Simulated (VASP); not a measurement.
# MgS (I4/mmm) in VASP: further runs, part 2 of 2

VASP 6.6.1.

### Step 4. Relaxation of the atoms, PBEsol (strained cell)

File INCAR:

```
PREC = Accurate
ENCUT = 520
EDIFF = 1E-7
ISMEAR = 0
SIGMA = 0.02
LREAL = F
LASPH = T
NELM = 120
ALGO = Normal
ISIF = 2
LWAVE = F
LCHARG = F
GGA = PS
IBRION = 2
NSW = 60
EDIFFG = -0.002
GGA_COMPAT = F
NELMIN = 4
```

File KPOINTS:

```
regular mesh
0
Gamma
  6 6 6
```

File POSCAR:

```
MgS
1.0
    0.0000000000      2.6171221403      2.5756627796
    2.6171221403      0.0000000000      2.5756627796
    2.6171221403      2.6171221403      0.0000000000
Mg S
1 1
Direct
    0.0000000000      0.0000000000      0.0000000000
    0.5000000000      0.5000000000      0.5000000000
```

Command:

```sh
> cat potpaw_PBE.64/Mg/POTCAR potpaw_PBE.64/S/POTCAR > POTCAR
> mpirun -np 1 vasp_std > vasp.out
```

Run time: 19 s. Hardware: 1 thread of Intel Xeon 8259CL, shared host; peak memory 0.16 GiB.

Results (log left out):

```
Free energy             : -9.0680 eV
Pressure after relaxing : -1.2 GPa
Band gap on the k mesh  : 2.62 eV (least direct gap 3.55 eV)
```

Stress tensor (GPa, compression positive):
```
-1.76  0.00  0.00
 0.00 -1.76  0.00
 0.00  0.00 -0.08
```

Final structure:
```xyz
2
Lattice="0.0000 2.6171 2.5757 2.6171 0.0000 2.5757 2.6171 2.6171 0.0000" Properties=species:S:1:pos:R:3 pbc="T T T"
Mg    0.0000    0.0000    0.0000
S     2.6171    2.6171    2.5757
```

Levels at points of the mesh, in eV from the valence-band top:
```csv
k point,band 1,band 2,band 3,band 4,band 5,band 6,band 7,band 8
"(0.00, 0.00, 0.00)",-12.70,-0.07,0.00,0.00,3.55,7.78,7.78,7.94
"(0.50, 0.00, 0.00)",-11.38,-4.91,-0.64,-0.60,4.37,6.71,6.89,10.02
"(0.50, 0.50, 0.00)",-10.96,-4.26,-1.78,-1.78,2.62,4.18,11.94,12.82
"(0.50, 0.00, 0.50)",-11.02,-4.28,-1.77,-1.64,2.70,4.24,11.77,12.77
```

Caveat: the cell differs from its parent crystal (strained cell); the relaxation stopped at its first step, so nothing moved; the PAW data sets were made with another functional, which shifts forces and pressure a little. A k mesh can miss the band edges.

### Step 5. Relaxation of the atoms, PBEsol (strained cell)

INCAR is that of step 4.

KPOINTS is that of step 4.

File POSCAR:

```
MgS
1.0
    0.0000000000      2.6171221403      2.5775380927
    2.6171221403      0.0000000000      2.5775380927
    2.6171221403      2.6171221403      0.0000000000
Mg S
1 1
Direct
    0.0000000000      0.0000000000      0.0000000000
    0.5000000000      0.5000000000      0.5000000000
```

Potentials or basis: VASP PAW PBE potentials, release 64 (Mg, S).

Command:

```sh
> cat potpaw_PBE.64/Mg/POTCAR potpaw_PBE.64/S/POTCAR > POTCAR
> mpirun -np 1 vasp_std > vasp.out
```

OUTCAR:

```text
PREC = Accurate
   ENCUT = 520
   EDIFF = 1E-7
   ISMEAR = 0
   LREAL = F
   LASPH = T
   NELM = 120
   ISIF = 2
   GGA = PS
   IBRION = 2
   NSW = 60
   EDIFFG = -0.002
   NELMIN = 4

 ion  position               nearest neighbor table
   1  0.000  0.000  0.000-   2 2.58   2 2.58   2 2.62   2 2.62   2 2.62   2 2.62
   2  0.500  0.500  0.500-   1 2.58   1 2.58   1 2.62   1 2.62   1 2.62   1 2.62

  LATTYP: Found a body centered tetragonal cell.
 ALAT       =     3.7011696252
 C/A-ratio  =     1.3928235416

  Lattice vectors:

 A1 = (   0.0000000000,  -2.6171221403,  -2.5775380927)
 A2 = (   0.0000000000,   2.6171221403,  -2.5775380927)
 A3 = (   2.6171221403,   0.0000000000,   2.5775380927)

Analysis of symmetry for initial positions (statically):
=====================================================================
 Subroutine PRICEL returns:
 Original cell was already a primitive cell.

 Routine SETGRP: Setting up the symmetry group for a
 body centered tetragonal supercell.

 Subroutine GETGRP returns: Found 16 space group operations
 (whereof 16 operations were pure point group operations)
 out of a pool of 16 trial point group operations.

[... 164 lines left out ...]

 val. band max:        3.6771937335   @ k =   0.0000   0.0000   0.0000
 cond. band min:       6.3018243112   @ k =   0.5000   0.5000   0.0000
 fundamental gap:      2.6246305777
 Fermi energy:         3.7630664654

 k-point     1 :       0.0000    0.0000    0.0000
  band No.  band energies     occupation
      1      -9.0144      2.00000
      2       3.6086      2.00000
      3       3.6772      2.00000
      4       3.6772      2.00000
      5       7.2268      0.00000
      6      11.4580      0.00000
      7      11.4580      0.00000
      8      11.6150      0.00000
[... 243 lines left out ...]
 k-point    24 :       0.5000    0.0000    0.3333
  band No.  band energies     occupation
      1      -7.4437      2.00000
      2      -0.3043      2.00000
      3       1.2992      2.00000
      4       2.2047      2.00000
      5       7.2870      0.00000
      6       9.1979      0.00000
      7      13.5150      0.00000
      8      13.8981      0.00000

 [... further k-points ...]
[... 5 lines left out ...]
  --------------------------------------------------------------------------------------
  -------------------------------------------------------------------------------------
  Total       -0.3948734     -0.3948734     -0.0427023      0.0000000      0.0000000     -0.0000000
  in kB      -17.9178285    -17.9178285     -1.9376644      0.0000000      0.0000000     -0.0000000
  external PRESSURE =     -12.5911071 kB  Pullay stress =       0.0000000 kB

 VOLUME and BASIS-vectors are now :
 -----------------------------------------------------------------------------
  energy-cutoff  :      520.00
  volume of cell :       35.31
      direct lattice vectors                 reciprocal lattice vectors
     0.000000000  2.617122140  2.577538093    -0.191049547  0.191049547  0.193983554
     2.617122140  0.000000000  2.577538093     0.191049547 -0.191049547  0.193983554
     2.617122140  2.617122140  0.000000000     0.191049547  0.191049547 -0.193983554

 POSITION                                       TOTAL-FORCE (eV/Angst)
 -----------------------------------------------------------------------------------
      0.00000      0.00000      0.00000         0.000000     -0.000000      0.000000
      2.61712      2.61712      2.57754        -0.000000      0.000000      0.000000
 -----------------------------------------------------------------------------------
    total drift:                                0.000000      0.000000      0.000000

  FREE ENERGIE OF THE ION-ELECTRON SYSTEM (eV)
  ---------------------------------------------------
  free  energy   TOTEN  =        -9.0679709656 eV

  energy  without entropy=       -9.0679709656  energy(sigma->0) =       -9.06797097

 reached required accuracy - stopping structural energy minimisation
```

OSZICAR:

```text
N       E                     dE             d eps       ncg     rms          rms(c)
DAV:   1     0.234179712452E+02    0.23418E+02   -0.36718E+03   504   0.814E+02
DAV:   2    -0.837799356236E+01   -0.31796E+02   -0.30703E+02   624   0.107E+02
DAV:   3    -0.943732308203E+01   -0.10593E+01   -0.10593E+01   624   0.266E+01
DAV:   4    -0.944128645773E+01   -0.39634E-02   -0.39634E-02   752   0.185E+00
DAV:   5    -0.944129111972E+01   -0.46620E-05   -0.46620E-05   656   0.590E-02    0.409E+00
DAV:   6    -0.911276950866E+01    0.32852E+00   -0.83420E-01   504   0.445E+00    0.310E+00
DAV:   7    -0.907079081541E+01    0.41979E-01   -0.20140E-01   608   0.232E+00    0.192E+00
DAV:   8    -0.906807222256E+01    0.27186E-02   -0.88625E-03   544   0.758E-01    0.639E-01
DAV:   9    -0.906796703527E+01    0.10519E-03   -0.33381E-04   568   0.143E-01    0.245E-01
DAV:  10    -0.906796948145E+01   -0.24462E-05   -0.51498E-05   688   0.437E-02    0.538E-02
DAV:  11    -0.906797122056E+01   -0.17391E-05   -0.10247E-06   656   0.865E-03    0.142E-02
DAV:  12    -0.906797102990E+01    0.19066E-06   -0.86174E-08   392   0.175E-03    0.422E-03
DAV:  13    -0.906797096564E+01    0.64254E-07   -0.33124E-08   312   0.109E-03
   1 F= -.90679710E+01 E0= -.90679710E+01  d E =-.906797E+01
```

Wall time 18 s (1 thread of Intel Xeon 8259CL, shared host); peak memory 0.16 GiB.

What came out:

```
Free energy             : -9.0680 eV
Pressure after relaxing : -1.3 GPa
Band gap on the k mesh  : 2.62 eV (least direct gap 3.55 eV)
```

Final structure:
```yaml
crystal:
  lattice:
    - [0.00000, 2.61712, 2.57754]
    - [2.61712, 0.00000, 2.57754]
    - [2.61712, 2.61712, 0.00000]
  atoms:
    - { symbol: Mg, position: [0.00000, 0.00000, 0.00000] }
    - { symbol: S, position: [0.50000, 0.50000, 0.50000] }
```

Caveat: the cell differs from its parent crystal (strained cell); the relaxation stopped at its first step, so nothing moved; the PAW data sets were made with another functional, which shifts forces and pressure a little.

### Step 6. Overview

```csv
task,cell,cutoff (eV),smearing,gap on the mesh (eV),pressure (GPa)
single point,"a = 3.673, b = 3.673, c = 3.701 Å, angles 59.7, 59.7, 60.5°, 2 atoms",600,gaussian 0.01 eV,2.62,-1.3
relaxation of the atoms,"atoms relaxed from a = 3.672, b = 3.672, c = 3.701 Å, angles 59.7, 59.7, 60.5°, 2 atoms",520,gaussian 0.02 eV,2.62,-1.2
relaxation of the atoms,"atoms relaxed from a = 3.673, b = 3.673, c = 3.701 Å, angles 59.7, 59.7, 60.5°, 2 atoms",520,gaussian 0.02 eV,2.62,-1.3
```

Alike in all rows: level PBEsol; potentials or basis VASP PAW PBE potentials, release 64 (Mg, S); no spin polarisation; k mesh 6 × 6 × 6.

Caveats: the PAW data sets were made with another functional, which shifts forces and pressure a little; the relaxation stopped at its first step, so nothing moved (at least some runs).

Absolute energies hang on the potentials; compare differences alone.
